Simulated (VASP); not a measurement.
# IrO2 (P4_2/mnm) in VASP: further runs

IrO2 is run at these levels: LDA; tasks: single point, relaxation of cell and atoms.

Everything below comes from runs of VASP 6.6.1. Logs are shortened: lines on timing, memory, paths and dates and some standing lists are left out, and cuts for length are marked.

## 1. The cell of the first run

The structure is tetragonal, space group P4_2/mnm (No. 136). The conventional cell has a = 4.433 Å, b = 4.433 Å, c = 3.136 Å, α = 90.00°, β = 90.00°, γ = 90.00°. Within 2.6 Å of Ir (site symmetry mmm) lie 6 O at 1.94 to 1.97 Å. Within 2.6 Å of O (site symmetry m2m) lie 3 Ir at 1.94 to 1.97 Å and 1 O at 2.40 Å.

## 2. Single point, LDA

Contents of INCAR:

```
SYSTEM = IrO2
PREC     = Accurate       ! precision mode
ENCUT    = 600            ! plane-wave cutoff, eV
EDIFF    = 1E-6           ! SCF threshold, eV
ISMEAR   = 0              ! smearing method
SIGMA    = 0.1            ! smearing width, eV
LREAL    = .False.        ! projectors in reciprocal space
LASPH    = .True.         ! aspherical terms in the spheres
NELM     = 120            ! most SCF steps
ALGO     = Normal         ! electronic algorithm
ISIF     = 2              ! what is computed and relaxed
LWAVE    = .False.        ! write WAVECAR
LCHARG   = .False.        ! write CHGCAR
NBANDS   = 30             ! bands
GGA_COMPAT= .False.
```

Contents of KPOINTS:

```
Automatic mesh
0
Gamma
  8 8 12
  0 0 0
```

Contents of POSCAR:

```
IrO2
1.0
    4.4333877788      0.0000000000      0.0000000000
    0.0000000000      4.4333877788      0.0000000000
    0.0000000000      0.0000000000      3.1357120050
Ir O
2 4
Direct
    0.0000000000      0.0000000000      0.0000000000
    0.5000000000      0.5000000000      0.5000000000
    0.3090033301      0.3090033301      0.0000000000
    0.1909966699      0.8090033301      0.5000000000
    0.6909966699      0.6909966699      0.0000000000
    0.8090033301      0.1909966699      0.5000000000
```

Potentials or basis: VASP PAW LDA potentials, release 64 (Ir, O).

Run with:

```bash
cat potpaw_LDA.64/Ir/POTCAR potpaw_LDA.64/O/POTCAR > POTCAR
mpirun -np 1 vasp_std > vasp.out
```

OUTCAR:

```text
SYSTEM = IrO2
   PREC = Accurate
   ENCUT = 600
   EDIFF = 1E-6
   ISMEAR = 0
   LREAL = .False.
   LASPH = .True.
   NELM = 120
   ISIF = 2

 ion  position               nearest neighbor table
   1  0.000  0.000  0.000-   3 1.94   5 1.94   4 1.97   6 1.97   4 1.97   6 1.97
   2  0.500  0.500  0.500-   4 1.94   6 1.94   5 1.97   3 1.97   3 1.97   5 1.97
   3  0.309  0.309  0.000-   1 1.94   2 1.97   2 1.97
   4  0.191  0.809  0.500-   2 1.94   1 1.97   1 1.97
   5  0.691  0.691  0.000-   1 1.94   2 1.97   2 1.97
   6  0.809  0.191  0.500-   2 1.94   1 1.97   1 1.97

  LATTYP: Found a simple tetragonal cell.
 ALAT       =     4.4333877788
 C/A-ratio  =     0.7072947735

  Lattice vectors:

 A1 = (   4.4333877788,   0.0000000000,   0.0000000000)
 A2 = (   0.0000000000,   4.4333877788,   0.0000000000)
 A3 = (   0.0000000000,   0.0000000000,   3.1357120050)

Analysis of symmetry for initial positions (statically):
=====================================================================
 Subroutine PRICEL returns:
 Original cell was already a primitive cell.

 Routine SETGRP: Setting up the symmetry group for a
 simple tetragonal supercell.

 Subroutine GETGRP returns: Found 16 space group operations
 (whereof  8 operations were pure point group operations)
 out of a pool of 16 trial point group operations.

The static configuration has the point symmetry D_2h.
 The point group associated with its full space group is D_4h.

Analysis of symmetry for dynamics (positions and initial velocities):
=====================================================================
 Subroutine PRICEL returns:
 Original cell was already a primitive cell.

 Routine SETGRP: Setting up the symmetry group for a
 simple tetragonal supercell.

 Subroutine GETGRP returns: Found 16 space group operations
 (whereof  8 operations were pure point group operations)
 out of a pool of 16 trial point group operations.

The dynamic configuration has the point symmetry D_2h.
 The point group associated with its full space group is D_4h.

 Subroutine INISYM returns: Found 16 space group operations
 (whereof  8 operations are pure point group operations),
 and found     1 'primitive' translations

----------------------------------------------------------------------------------------

                                     Primitive cell

  volume of cell :      61.6322

  direct lattice vectors                    reciprocal lattice vectors
     4.433387779  0.000000000  0.000000000     0.225561140  0.000000000  0.000000000
     0.000000000  4.433387779  0.000000000     0.000000000  0.225561140  0.000000000
     0.000000000  0.000000000  3.135712005     0.000000000  0.000000000  0.318906838

  length of vectors
     4.433387779  4.433387779  3.135712005     0.225561140  0.225561140  0.318906838

  position of ions in fractional coordinates (direct lattice)
     0.000000000  0.000000000  0.000000000
     0.500000000  0.500000000  0.500000000
     0.309003330  0.309003330  0.000000000
     0.190996670  0.809003330  0.500000000
     0.690996670  0.690996670  0.000000000
     0.809003330  0.190996670  0.500000000

  ion indices of the primitive-cell ions
   primitive index   ion index
                 1           1
                 2           2
                 3           3
                 4           4
                 5           5
                 6           6

----------------------------------------------------------------------------------------

 KPOINTS: Automatic mesh

Automatic generation of k-mesh.
 Grid dimensions read from file:
 generate k-points for:    8    8   12

 Generating k-lattice:

  Cartesian coordinates                     Fractional coordinates (reciprocal lattice)
     0.028195142  0.000000000  0.000000000     0.125000000  0.000000000  0.000000000
     0.000000000  0.028195142  0.000000000     0.000000000  0.125000000  0.000000000
     0.000000000  0.000000000  0.026575570     0.000000000  0.000000000  0.083333333

  Length of vectors
     0.028195142  0.028195142  0.026575570

  Shift w.r.t. Gamma in fractional coordinates (k-lattice)
     0.000000000  0.000000000  0.000000000

 Subroutine IBZKPT returns following result:
 ===========================================

 Found    105 irreducible k-points:

 Following reciprocal coordinates:
            Coordinates               Weight
  0.000000  0.000000  0.000000      1.000000
  0.125000  0.000000  0.000000      4.000000
  0.250000  0.000000  0.000000      4.000000
  0.375000  0.000000  0.000000      4.000000
  0.500000  0.000000  0.000000      2.000000
  0.125000  0.125000  0.000000      4.000000
[... 16 lines left out ...]
  0.375000  0.125000  0.083333     16.000000
  0.500000  0.125000  0.083333      8.000000
 [... further k-points ...]
   k-points           NKPTS =    105   k-points in BZ     NKDIM =    105   number of bands    NBANDS=     30
   number of dos      NEDOS =    301   number of ions     NIONS =      6
   total plane-waves  NPLWV =  36288
   dimension x,y,z NGX =    36 NGY =   36 NGZ =   28
   dimension x,y,z NGXF=    72 NGYF=   72 NGZF=   56
   ions per type =               2   4
   NGX,Y,Z   is equivalent  to a cutoff of  13.50, 13.50, 14.84 a.u.
   NGXF,Y,Z  is equivalent  to a cutoff of  27.00, 27.00, 29.69 a.u.
 SYSTEM =  IrO2
   PREC   = accura    normal or accurate (medium, high low for compatibility)
   ISTART =      0    job   : 0-new  1-cont  2-samecut
   ICHARG =      2    charge: 1-file 2-atom 10-const
   ISPIN  =      1    spin polarized calculation?
   LNONCOLLINEAR =      F non collinear calculations
   LSORBIT =      F    spin-orbit coupling
   LASPH  =      T    aspherical Exc in radial PAW
   ENCUT  =  600.0 eV  44.10 Ry    6.64 a.u.   8.85  8.85  6.26*2*pi/ulx,y,z
   NELM   =    120;   NELMIN=  2; NELMDL= -5     # of ELM steps
   EDIFF  = 0.1E-05   stopping-criterion for ELM
   LREAL  =      F    real-space projection
[... 7 lines left out ...]
   TEBEG  =    0.0;   TEEND  =   0.0 temperature during run
   PSTRESS=    0.0 pullay stress
   NELECT =      42.0000    total number of electrons
   NUPDOWN=      -1.0000    fix difference up-down
   EMIN   =  10.00;   EMAX   =-10.00  energy-range for DOS
   EFERMI =   0.00;   METHOD = LEGACY
   ISMEAR =     0;   SIGMA  =   0.10  broadening in eV -4-tet -1-fermi 0-gaus
   EFERMI_NEDOS =   21; number of points for ismear=-14 and -15
   IALGO  =     38    algorithm
   IMIX   =      4    mixing-type and parameters
     AMIX     =   0.40;   BMIX     =  1.00
     AMIX_MAG =   1.60;   BMIX_MAG =  1.00
  volume/ion in A,a.u.               =      10.27        69.32
  Fermi-wavevector in a.u.,A,eV,Ry     =   1.440640  2.722414 28.238115  2.075443
  Thomas-Fermi vector in A             =   2.559361
   LORBIT       =      0    0 simple, 1 ext, 2 COOP (PROOUT), +10 PAW based schemes
   GGA     = CA    functional components
   LHFCALC =     F    Hartree Fock is set to
   AEXX    =    0.0000 exact exchange contribution
   IVDW    =     0    specifies the selected vdW correction
   LEPSILON=     F    determine dielectric tensor
   LRPA    =     F    only Hartree local field effects (RPA)
 non-spin polarized calculation
 Gauss-broadening in eV      SIGMA  =   0.10
  energy-cutoff  :      600.00
  volume of cell :       61.63
 maximum number of plane-waves:      2086
 NGX is ok and might be reduce to    36
   NGX = 17   NGY = 17   NGZ = 13

 number of electron      41.9999993 magnetization

 Free energy of the ion-electron system (eV)
  ---------------------------------------------------
  ext. energy  EPLUGINS =         0.00000000
  ---------------------------------------------------
  free energy    TOTEN  =       -48.82013869 eV

  energy without entropy =      -48.80854718  energy(sigma->0) =      -48.81434293

 E-fermi :   6.5729     XC(G=0): -12.7053

 val. band max:        6.5634608131   @ k =   0.3750   0.3750   0.1667
 cond. band min:       6.5898017885   @ k =   0.2500   0.0000   0.3333
 fundamental gap:      0.0263409753
 Fermi energy:         6.5729448207

 k-point     1 :       0.0000    0.0000    0.0000
  band No.  band energies     occupation
      1     -14.8519      2.00000
      2     -13.5384      2.00000
      3     -12.2645      2.00000
      4     -12.2645      2.00000
      5      -3.7787      2.00000
      6      -3.5839      2.00000
[... 22 lines left out ...]
     29      14.8875      0.00000
     30      18.7262      0.00000

 k-point     2 :       0.1250    0.0000    0.0000
  band No.  band energies     occupation
      1     -14.7843      2.00000
      2     -13.5276      2.00000
      3     -12.3628      2.00000
      4     -12.3110      2.00000
      5      -3.6049      2.00000
      6      -3.4510      2.00000
[... 22 lines left out ...]
     29      14.9608      0.00000
     30      18.5792      0.00000

 k-point     3 :       0.2500    0.0000    0.0000
  band No.  band energies     occupation
      1     -14.5886      2.00000
      2     -13.5232      2.00000
      3     -12.5931      2.00000
      4     -12.4353      2.00000
      5      -3.1431      2.00000
      6      -3.0811      2.00000
[... 22 lines left out ...]
     29      15.2285      0.00000
     30      18.1234      0.00000

 k-point     4 :       0.3750    0.0000    0.0000
  band No.  band energies     occupation
      1     -14.2881      2.00000
      2     -13.6353      2.00000
      3     -12.7665      2.00000
      4     -12.5975      2.00000
      5      -2.5793      2.00000
      6      -2.5699      2.00000
[... 616 lines left out ...]
     29      15.5206      0.00000
     30      18.0109      0.00000

 k-point    23 :       0.3750    0.1250    0.0833
  band No.  band energies     occupation
      1     -14.2142      2.00000
      2     -13.6160      2.00000
      3     -12.8159      2.00000
      4     -12.5674      2.00000
      5      -3.0445      2.00000
      6      -2.1448      2.00000
[... 22 lines left out ...]
     29      15.9784      0.00000
     30      17.4034      0.00000

 k-point    24 :       0.5000    0.1250    0.0833
  band No.  band energies     occupation
      1     -13.8996      2.00000
      2     -13.8996      2.00000
      3     -12.7285      2.00000
      4     -12.7285      2.00000
      5      -2.5079      2.00000
      6      -2.5079      2.00000
[... 22 lines left out ...]
     29      16.6659      0.00000
     30      16.6659      0.00000

 [... further k-points ...]

------------------------ aborting loop because EDIFF is reached ----------------------------------------

  FORCE on cell =-STRESS in cart. coord.  units (eV):
  Direction    XX          YY          ZZ          XY          YZ          ZX
  --------------------------------------------------------------------------------------
  -------------------------------------------------------------------------------------
  Total        1.3074464      1.3074464      1.8289781     -0.0000000      0.0000000      0.0000000
  in kB       33.9880977     33.9880977     47.5457267     -0.0000000      0.0000000      0.0000000
  external PRESSURE =      38.5073073 kB  Pullay stress =       0.0000000 kB

 VOLUME and BASIS-vectors are now :
 -----------------------------------------------------------------------------
  energy-cutoff  :      600.00
  volume of cell :       61.63
      direct lattice vectors                 reciprocal lattice vectors
     4.433387779  0.000000000  0.000000000     0.225561140  0.000000000  0.000000000
     0.000000000  4.433387779  0.000000000     0.000000000  0.225561140  0.000000000
     0.000000000  0.000000000  3.135712005     0.000000000  0.000000000  0.318906838

 POSITION                                       TOTAL-FORCE (eV/Angst)
 -----------------------------------------------------------------------------------
      0.00000      0.00000      0.00000         0.000000     -0.000000      0.000000
      2.21669      2.21669      1.56786         0.000000     -0.000000      0.000000
      1.36993      1.36993      0.00000        -0.010216     -0.010216      0.000000
      0.84676      3.58663      1.56786         0.010216     -0.010216      0.000000
      3.06346      3.06346      0.00000         0.010216      0.010216      0.000000
      3.58663      0.84676      1.56786        -0.010216      0.010216      0.000000
 -----------------------------------------------------------------------------------
    total drift:                                0.000000     -0.000000      0.000000

  FREE ENERGIE OF THE ION-ELECTRON SYSTEM (eV)
  ---------------------------------------------------
  free  energy   TOTEN  =       -48.8201386858 eV

  energy  without entropy=      -48.8085471792  energy(sigma->0) =      -48.81434293
```

It took 3 min on 1 thread of Oxide Virtual Turin-like, shared host; peak memory 0.27 GiB.

What came out:

```yaml
Free_energy: -48.8201 eV
Pressure: 3.9 GPa
Largest_force: 0.014 eV/Å
Band_gap_on_the_k_mesh: zero (bands 21 and 22 overlap by 1.46 eV)
```

Forces in eV/Å, atoms in the order of the input:
```
Ir   0.000  0.000  0.000
Ir   0.000  0.000  0.000
O   -0.010 -0.010  0.000
O    0.010 -0.010  0.000
O    0.010  0.010  0.000
O   -0.010  0.010  0.000
```

Stress tensor (GPa, compression positive):
```
3.40 0.00 0.00
0.00 3.40 0.00
0.00 0.00 4.75
```

Levels at points of the mesh, in eV from the Fermi level:
| k point | band 18 | band 19 | band 20 | band 21 | band 22 | band 23 | band 24 | band 25 |
| --- | --- | --- | --- | --- | --- | --- | --- | --- |
| (0.00, 0.00, 0.00) | -2.60 | -2.49 | -2.44 | -2.29 | 0.89 | 1.34 | 4.32 | 4.32 |
| (0.50, 0.00, 0.00) | -1.69 | -1.37 | -1.37 | -0.32 | -0.32 | 3.66 | 3.66 | 3.81 |
| (0.50, 0.50, 0.00) | -2.62 | -2.55 | -2.55 | 0.21 | 0.21 | 2.74 | 2.74 | 4.30 |
| (0.00, 0.00, 0.50) | -2.05 | -0.71 | -0.71 | 0.29 | 0.29 | 2.35 | 2.35 | 2.90 |
| (0.50, 0.00, 0.50) | -2.95 | -1.89 | -1.89 | 0.58 | 0.58 | 1.25 | 1.25 | 4.71 |
| (0.50, 0.50, 0.50) | -1.94 | -1.32 | -1.32 | -0.53 | -0.53 | 2.31 | 2.31 | 3.35 |

Caveat: the cell stands under pressure; spin-orbit coupling is left out, which moves the levels of the heavy elements.

## 3. Relaxation of cell and atoms, LDA

This run uses another cell than the first one, of 10.87 Å³/atom.

Contents of INCAR:

```
SYSTEM = IrO2
ALGO     = Normal         ! electronic algorithm
EDIFF    = 1E-7           ! SCF threshold, eV
EDIFFG   = -0.005         ! ionic threshold
ENCUT    = 600            ! plane-wave cutoff, eV
GGA_COMPAT= .FALSE.      
IBRION   = 2              ! ionic algorithm
ISIF     = 3              ! what is computed and relaxed
ISMEAR   = 0              ! smearing method
LASPH    = .TRUE.         ! aspherical terms in the spheres
LCHARG   = .FALSE.        ! write CHGCAR
LREAL    = .FALSE.        ! projectors in reciprocal space
LWAVE    = .FALSE.        ! write WAVECAR
NELM     = 120            ! most SCF steps
NELMIN   = 4            
NSW      = 70             ! ionic steps
PREC     = Accurate       ! precision mode
SIGMA    = 0.1            ! smearing width, eV
```

Contents of KPOINTS:

```
k-points
0
G
  8 8 12
  0 0 0
```

Contents of POSCAR:

```
IrO2
1.0
    4.5288198217      0.0000000000      0.0000000000
    0.0000000000      4.5288198217      0.0000000000
    0.0000000000      0.0000000000      3.1798360823
Ir O
2 4
Direct
    0.0000000000      0.0000000000      0.0000000000
    0.5000000000      0.5000000000      0.5000000000
    0.3084157491      0.3084157491      0.0000000000
    0.1915842509      0.8084157491      0.5000000000
    0.6915842509      0.6915842509      0.0000000000
    0.8084157491      0.1915842509      0.5000000000
```

Potentials or basis: VASP PAW LDA potentials, release 64 (Ir, O).

Run with:

```bash
cat potpaw_LDA.64/Ir/POTCAR potpaw_LDA.64/O/POTCAR > POTCAR
mpirun -np 1 vasp_std > vasp.out
```

It took 17 min on 1 thread of Oxide Virtual Turin-like, shared host; peak memory 0.26 GiB.

It converged, with:

```yaml
Free_energy: -48.8388 eV
Relaxed_volume: 10.39 Å³/atom
Relaxed_cell: a = 4.449 Å, b = 4.449 Å, c = 3.148 Å, α = 90.00°, β = 90.00°, γ = 90.00°
Space_group_after_relaxing_to_0.1_Å: P4_2/mnm (No. 136)
Energy_gained_by_relaxing: 20.2 meV/atom
Ionic_steps: 12
Pressure_after_relaxing: 0.0 GPa
Largest_force_after_relaxing: 0.005 eV/Å
Band_gap_on_the_k_mesh: zero (bands 21 and 22 overlap by 1.43 eV)
```

Forces on the atoms (eV/Å):
```
Ir   0.000  0.000  0.000
Ir   0.000  0.000  0.000
O    0.003  0.003  0.000
O   -0.003  0.003  0.000
O   -0.003 -0.003  0.000
O    0.003 -0.003  0.000
```

The path:
| step | energy change (eV) | largest force (eV/Å) | pressure (GPa) | volume (Å³) |
| --- | --- | --- | --- | --- |
| 1 | 0.0000 | 0.0824 | -13.00 | 65.22 |
| 2 | 0.4333 | 0.5330 | 35.78 | 57.24 |
| 3 | -0.1166 | 0.0635 | -0.59 | 62.56 |
| 4 | -0.1167 | 0.0681 | -0.20 | 62.49 |
| 5 | -0.1167 | 0.0716 | 0.08 | 62.43 |
| 6 | -0.1186 | 0.2130 | 0.44 | 62.21 |
| 7 | -0.1202 | 0.0976 | 0.28 | 62.30 |
| 8 | -0.1212 | 0.0262 | -0.40 | 62.41 |
| 9 | -0.1212 | 0.0240 | -0.43 | 62.41 |
| 10 | -0.1211 | 0.0419 | 0.42 | 62.24 |
| 11 | -0.1213 | 0.0065 | -0.03 | 62.33 |
| 12 | -0.1213 | 0.0047 | 0.03 | 62.32 |

Final structure:
```
CELL_PARAMETERS angstrom
4.44914 0.00000 0.00000
0.00000 4.44914 0.00000
0.00000 0.00000 3.14809
ATOMIC_POSITIONS crystal
Ir 0.00000 0.00000 0.00000
Ir 0.50000 0.50000 0.50000
O 0.30903 0.30903 0.00000
O 0.19097 0.80903 0.50000
O 0.69097 0.69097 0.00000
O 0.80903 0.19097 0.50000
```

Levels at points of the mesh, in eV from the Fermi level:
```
           k point  band 17  band 18  band 19  band 20  band 21  band 22  band 23  band 24  band 25
(0.00, 0.00, 0.00)    -2.56    -2.56    -2.46    -2.40    -2.26     0.84     1.31     4.25     4.31
(0.50, 0.00, 0.00)    -1.67    -1.67    -1.36    -1.36    -0.32    -0.32     3.61     3.61     3.74
(0.50, 0.50, 0.00)    -2.58    -2.58    -2.52    -2.52     0.21     0.21     2.66     2.66     4.23
(0.00, 0.00, 0.50)    -2.03    -2.03    -0.70    -0.70     0.29     0.29     2.29     2.29     2.84
(0.50, 0.00, 0.50)    -2.91    -2.91    -1.87    -1.87     0.57     0.57     1.19     1.19     4.63
(0.50, 0.50, 0.50)    -1.92    -1.92    -1.29    -1.29    -0.52    -0.52     2.24     2.24     3.29
```

Caveat: spin-orbit coupling is left out, which moves the levels of the heavy elements. Zero-point motion and thermal expansion aren't in these numbers.

The gap in the log of VASP goes by the Fermi energy; the results here count the filled bands.